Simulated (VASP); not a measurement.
# BaTiO3 (P4/mmm) in VASP: further runs, part 2 of 2

VASP 6.6.1. Earlier steps stand in the parts before.

## 4. Relaxation of cell and atoms, PBEsol, target pressure 2 GPa, at which the enthalpy is minimised

Input file INCAR:

```
SYSTEM = BaTiO3
PREC = Accurate
ENCUT = 600
EDIFF = 1E-7
ISMEAR = -1
SIGMA = 0.05
LREAL = .False.
LASPH = .True.
NELM = 80
ALGO = Normal
ISIF = 3
LWAVE = .False.
LCHARG = .False.
GGA = PS
IBRION = 2
NSW = 80
EDIFFG = -0.005
PSTRESS = 20.0
```

Input file KPOINTS:

```
regular mesh
0
Gamma
  6 6 4
  0 0 0
```

Input file POSCAR:

```
BaTiO3
1.0
    4.1124670000      0.0000000000      0.0000000000
    0.0000000000      4.1124670000      0.0000000000
    0.0000000000      0.0000000000      5.0356130000
Ba Ti O
1 1 3
Direct
    0.0000000000      0.0000000000      0.0000000000
    0.5000000000      0.5000000000      0.5000000000
    0.0000000000      0.5000000000      0.5000000000
    0.5000000000      0.0000000000      0.5000000000
    0.0000000000      0.0000000000      0.5000000000
```

Potentials or basis: VASP PAW PBE potentials, release 64 (Ba_sv, Ti_sv, O).

Run with:

```console
$ cat potpaw_PBE.64/Ba_sv/POTCAR potpaw_PBE.64/Ti_sv/POTCAR potpaw_PBE.64/O/POTCAR > POTCAR
$ mpirun -np 1 vasp_std > vasp.out
```

OUTCAR:

```text
SYSTEM = BaTiO3
   PREC = Accurate
   ENCUT = 600
   EDIFF = 1E-7
   ISMEAR = -1
   LREAL = .False.
   LASPH = .True.
   NELM = 80
   ISIF = 3
   GGA = PS
   IBRION = 2
   NSW = 80
   EDIFFG = -0.005
   PSTRESS = 20.0

 ion  position               nearest neighbor table
   1  0.000  0.000  0.000-   5 2.52   5 2.52   3 3.25   3 3.25   4 3.25   4 3.25   3 3.25   3 3.25
                             4 3.25   4 3.25
   2  0.500  0.500  0.500-   3 2.06   4 2.06   4 2.06   3 2.06
   3  0.000  0.500  0.500-   2 2.06   2 2.06   1 3.25   1 3.25   1 3.25   1 3.25
   4  0.500  0.000  0.500-   2 2.06   2 2.06   1 3.25   1 3.25   1 3.25   1 3.25
   5  0.000  0.000  0.500-   1 2.52   1 2.52

  LATTYP: Found a simple tetragonal cell.
 ALAT       =     4.1124670000
 C/A-ratio  =     1.2244749927

  Lattice vectors:

 A1 = (   4.1124670000,   0.0000000000,   0.0000000000)
 A2 = (   0.0000000000,   4.1124670000,   0.0000000000)
 A3 = (   0.0000000000,   0.0000000000,   5.0356130000)

Analysis of symmetry for initial positions (statically):
=====================================================================
 Subroutine PRICEL returns:
 Original cell was already a primitive cell.

 Routine SETGRP: Setting up the symmetry group for a
 simple tetragonal supercell.

 Subroutine GETGRP returns: Found 16 space group operations
 (whereof 16 operations were pure point group operations)
 out of a pool of 16 trial point group operations.

The static configuration has the point symmetry D_4h.

Analysis of symmetry for dynamics (positions and initial velocities):
=====================================================================
 Subroutine PRICEL returns:
 Original cell was already a primitive cell.

 Routine SETGRP: Setting up the symmetry group for a
 simple tetragonal supercell.

 Subroutine GETGRP returns: Found 16 space group operations
 (whereof 16 operations were pure point group operations)
[... 132 lines left out ...]
   LORBIT       =      0    0 simple, 1 ext, 2 COOP (PROOUT), +10 PAW based schemes
   GGA     = PS    functional components
   LHFCALC =     F    Hartree Fock is set to
   AEXX    =    0.0000 exact exchange contribution
   IVDW    =     0    specifies the selected vdW correction
   LEPSILON=     F    determine dielectric tensor
   LRPA    =     F    only Hartree local field effects (RPA)
 conjugate gradient relaxation of ions
 non-spin polarized calculation
  energy-cutoff  :      600.00
  volume of cell :       85.16
 maximum number of plane-waves:      2872
 NGX is ok and might be reduce to    36
   NGX = 17   NGY = 17   NGZ = 21

--------------------------------------- Ionic step        1  -------------------------------------------

 number of electron      39.9999999 magnetization

 Free energy of the ion-electron system (eV)
  ---------------------------------------------------
  ext. energy  EPLUGINS =         0.00000000
  ---------------------------------------------------
  free energy    TOTEN  =       -32.80153799 eV

  energy without entropy =      -32.76576685  energy(sigma->0) =      -32.78365242

------------------------ aborting loop because EDIFF is reached ----------------------------------------

  FORCE on cell =-STRESS in cart. coord.  units (eV):
  Direction    XX          YY          ZZ          XY          YZ          ZX
  --------------------------------------------------------------------------------------
  -------------------------------------------------------------------------------------
  Total       -2.4741251     -2.4741251     -2.2896930      0.0000000     -0.0000000      0.0000000
  in kB      -46.5452152    -46.5452152    -43.0755310      0.0000000     -0.0000000      0.0000000
  external PRESSURE =     -65.3886538 kB  Pullay stress =      20.0000000 kB
[... 110 lines left out ...]
--------------------------------------- Ionic step        4  -------------------------------------------

 number of electron      39.9999990 magnetization

 Free energy of the ion-electron system (eV)
  ---------------------------------------------------
  ext. energy  EPLUGINS =         0.00000000
  ---------------------------------------------------
  free energy    TOTEN  =       -32.85098923 eV

  energy without entropy =      -32.82013745  energy(sigma->0) =      -32.83556334

 E-fermi :   4.5943     XC(G=0): -10.3732

 val. band max:        4.5801004731   @ k =   0.0000   0.0000   0.0000
 cond. band min:       4.6006628345   @ k =   0.0000   0.0000   0.2500
 fundamental gap:      0.0205623614
 Fermi energy:         4.5943097054

 k-point     1 :       0.0000    0.0000    0.0000
  band No.  band energies     occupation
      1     -53.3559      2.00000
      2     -29.7955      2.00000
      3     -29.7955      2.00000
      4     -29.5169      2.00000
      5     -22.9227      2.00000
      6     -15.9807      2.00000
[... 637 lines left out ...]
     23       6.1340      0.00000
     24       6.5369      0.00000

 [... further k-points ...]

------------------------ aborting loop because EDIFF is reached ----------------------------------------

  FORCE on cell =-STRESS in cart. coord.  units (eV):
  Direction    XX          YY          ZZ          XY          YZ          ZX
  --------------------------------------------------------------------------------------
  -------------------------------------------------------------------------------------
  Total        0.9876371      0.9876371      1.0095446      0.0000000      0.0000000      0.0000000
  in kB       19.8475147     19.8475147     20.2877656      0.0000000      0.0000000      0.0000000
  external PRESSURE =      -0.0057350 kB  Pullay stress =      20.0000000 kB
[... 24 lines left out ...]
  energy  without entropy=      -32.8201374512  energy(sigma->0) =      -32.83556334

  enthalpy is  TOTEN    =       -31.8557642473 eV   P V=        0.9952249836

 reached required accuracy - stopping structural energy minimisation
```

OSZICAR:

```text
N       E                     dE             d eps       ncg     rms          rms(c)
DAV:   1     0.468531481139E+03    0.46853E+03   -0.22397E+04  1440   0.190E+03
[... 56 lines left out ...]
DAV:   4    -0.328511026006E+02    0.73738E-03   -0.50030E-03  2264   0.466E-01    0.962E-02
DAV:   5    -0.328510017050E+02    0.10090E-03   -0.12068E-03  1920   0.232E-01    0.318E-02
DAV:   6    -0.328509868432E+02    0.14862E-04   -0.13610E-04  1792   0.741E-02    0.209E-02
DAV:   7    -0.328509891175E+02   -0.22743E-05   -0.17846E-05  2096   0.333E-02    0.574E-03
DAV:   8    -0.328509891725E+02   -0.55040E-07   -0.18338E-06  2072   0.869E-03    0.277E-03
DAV:   9    -0.328509892547E+02   -0.82220E-07   -0.10362E-06  1720   0.582E-03    0.109E-03
DAV:  10    -0.328509892310E+02    0.23748E-07   -0.20336E-07  1280   0.316E-03
   4 F= -.31855764E+02 E0= -.31840338E+02  d E =-.318377E-02
```

Wall time 2 min (1 thread of Intel Xeon 6975P-C (Granite Rapids), shared host); peak memory 0.28 GiB.

What came out:

- Free energy: -32.8510 eV
- Relaxed volume: 15.95 Å³/atom
- Relaxed cell: a = 4.034 Å, b = 4.034 Å, c = 4.900 Å, α = 90.00°, β = 90.00°, γ = 90.00°
- Space group after relaxing (to 0.1 Å): P4/mmm (No. 123)
- Energy change on relaxing (the run minimises the enthalpy): -9.9 meV/atom
- Ionic steps: 4
- Pressure after relaxing: 2.0 GPa
- Band gap on the k mesh: zero (bands 20 and 21 overlap by 1.88 eV)

The path:
```
step  energy change (eV)  largest force (eV/Å)  pressure (GPa)  volume (Å³)
   1              0.0000                0.0000           -4.54        85.16
   2              0.0340                0.0000            6.89        76.88
   3             -0.0485                0.0000            1.96        79.90
   4             -0.0495                0.0000            2.00        79.73
```

Final structure:
```cif
data_structure
_symmetry_space_group_name_H-M 'P 1'
_symmetry_Int_Tables_number 1
_cell_length_a 4.0339
_cell_length_b 4.0339
_cell_length_c 4.8995
_cell_angle_alpha 90.000
_cell_angle_beta 90.000
_cell_angle_gamma 90.000
_cell_volume 79.73
loop_
_atom_site_label
_atom_site_type_symbol
_atom_site_fract_x
_atom_site_fract_y
_atom_site_fract_z
_atom_site_occupancy
Ba1 Ba 0.00000 0.00000 0.00000 1
Ti1 Ti 0.50000 0.50000 0.50000 1
O1 O 0.00000 0.50000 0.50000 1
O2 O 0.50000 0.00000 0.50000 1
O3 O 0.00000 0.00000 0.50000 1
```

Caveat: the cell is relaxed towards a set pressure, so the run minimises the enthalpy, not the energy; the PAW data sets were made with another functional, which shifts forces and pressure a little; spin-orbit coupling is left out, which moves the levels of the heavy elements.

## 5. The runs side by side

| cell | gap on the mesh (eV) | pressure (GPa) |
| --- | --- | --- |
| relaxed to -2 GPa | none | -2.0 |
| relaxed | none | 0.0 |
| relaxed to 2 GPa | none | 2.0 |

Alike in all rows: task relaxation of cell and atoms; level PBEsol; potentials or basis VASP PAW PBE potentials, release 64 (Ba_sv, Ti_sv, O); no spin polarisation; k mesh 6 × 6 × 4; cutoff (eV) 600; smearing fermi-dirac 0.05 eV.

Caveats: the PAW data sets were made with another functional, which shifts forces and pressure a little; spin-orbit coupling is left out, which moves the levels of the heavy elements; the cell is relaxed towards a set pressure, so the run minimises the enthalpy, not the energy (at least some runs).

Total energies depend on the potentials used, so only differences within one code and one set of settings carry meaning.

The gap in the log of VASP goes by the Fermi energy; the results here count the filled bands.